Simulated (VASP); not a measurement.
Crystal: Al3BAs2.

```
CELL_PARAMETERS angstrom
4.64913 0.00000 0.00000
0.00000 4.64913 0.00000
0.00000 0.00000 5.47706
ATOMIC_POSITIONS crystal
Al 0.00000 0.00000 0.74874
Al 0.50000 0.00000 0.92972
Al 0.00000 0.50000 0.92972
B 0.50000 0.50000 0.81221
As 0.00000 0.00000 0.42187
As 0.50000 0.50000 0.20720
```

```yaml
Program: VASP 6.6.1
Task: relaxation of cell and atoms
Functional: PBE
Potentials_or_basis: VASP PAW PBE potentials, release 64 (Al, B, As)
Cutoff: 600 eV
k_mesh: 4 × 4 × 4
Occupations: gaussian, width 0.1 eV
Spin: no spin polarisation
```

At the start: pressure 13.4 GPa; volume 19.73 Å³/atom.

**Question.** Where does the relaxation end?

**Answer.** Over 24 steps the energy falls by 944.4 meV/atom and the volume is 18.79 Å³/atom (-4.8 %); space group P4mm (No. 99, to 0.05 Å).

Step by step:
| step | energy change (eV) | largest force (eV/Å) | pressure (GPa) | volume (Å³) |
| --- | --- | --- | --- | --- |
| 1 | 0.0000 | 18.4169 | 13.39 | 118.38 |
| 2 | -2.6046 | 1.4207 | 0.02 | 146.46 |
| 3 | -2.6509 | 1.3578 | -0.26 | 145.37 |
| 4 | -2.6878 | 1.3274 | -0.48 | 144.41 |
| 5 | -3.2627 | 2.2936 | -2.29 | 131.44 |
| 6 | -3.6014 | 1.9259 | -1.06 | 124.92 |
| 7 | -3.5934 | 1.9743 | -0.45 | 123.81 |
| 8 | -3.6032 | 1.8120 | -0.90 | 124.60 |
| 9 | -3.9788 | 1.7522 | -1.14 | 123.18 |
| 10 | -4.9325 | 1.2575 | -1.45 | 118.97 |
| 11 | -5.5321 | 1.2994 | 2.78 | 110.84 |
| 12 | -5.5583 | 1.0389 | 0.70 | 112.84 |
| 13 | -5.5696 | 1.0853 | 1.24 | 112.22 |
| 14 | -5.5572 | 0.6645 | -2.74 | 116.58 |
| 15 | -5.6244 | 0.2738 | -0.81 | 114.18 |
| 16 | -5.6483 | 0.1867 | 0.28 | 111.99 |
| 17 | -5.6495 | 0.2343 | 0.63 | 111.37 |
| 18 | -5.6611 | 0.1624 | -0.12 | 112.29 |
| 19 | -5.6616 | 0.1623 | 0.00 | 112.13 |
| 20 | -5.6645 | 0.0396 | 0.15 | 112.27 |
| 21 | -5.6650 | 0.0908 | 0.23 | 112.35 |
| 22 | -5.6655 | 0.0508 | -0.31 | 113.26 |
| 23 | -5.6659 | 0.0435 | -0.10 | 112.90 |
| 24 | -5.6662 | 0.0266 | 0.00 | 112.73 |

Final structure:
```
CELL_PARAMETERS angstrom
4.52821 0.00000 0.00000
0.00000 4.52821 0.00000
0.00000 0.00000 5.49781
ATOMIC_POSITIONS crystal
Al 0.00000 0.00000 0.68684
Al 0.50000 0.00000 0.97132
Al 0.00000 0.50000 0.97132
B 0.50000 0.50000 0.90311
As 0.00000 0.00000 0.23004
As 0.50000 0.50000 0.28682
```
